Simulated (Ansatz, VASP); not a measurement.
# Two plane-wave programs on Zn

```
Zn
1.0
     2.66480    0.00000    0.00000
    -1.33240    2.41163    0.00000
     0.00000    0.00000    4.94670
Zn
2
Direct
  0.33333 0.66667 0.25000
  0.66667 0.33333 0.75000
```

Change from the starting cell: strain +0.0450 x Voigt [0, 1, 0, 0, 0, 0], atoms carried along.

Alike in both runs: task single point; functional PBEsol; k mesh 24 × 24 × 10; occupations gaussian, width 0.15 eV; no spin polarisation.

|  | VASP | Ansatz |
| --- | --- | --- |
| version | VASP 6.6.1 | Ansatz 0.2.0 |
| potentials or method | VASP PAW PBE potentials, release 64 (Zn), cutoff 520 eV | scalar-relativistic, plane waves, PAW |
| valence electrons in the cell | 24 | 24 |

Ansatz gave:

| Quantity | Value |
| --- | --- |
| gap on the k mesh at the Fermi level (eV) | none |
| pressure (GPa) | -7.8 |
| traceless stress, the component that is largest in VASP (GPa) | -1.78 |
| rms of the force components (eV/Å) | 0.022 |

**Question.** Which values does VASP return?

**Answer.** gap on the k mesh at the Fermi level (eV): none; pressure (GPa): -7.3; traceless stress, the component that is largest in VASP (GPa): -1.75; rms of the force components (eV/Å): 0.022.

VASP's potentials were made for PBE, not for PBEsol. Atom by atom the forces differ by 0.001 eV/Å (rms over components). A gap of «none» marks a metal or a gap that the smearing closes.
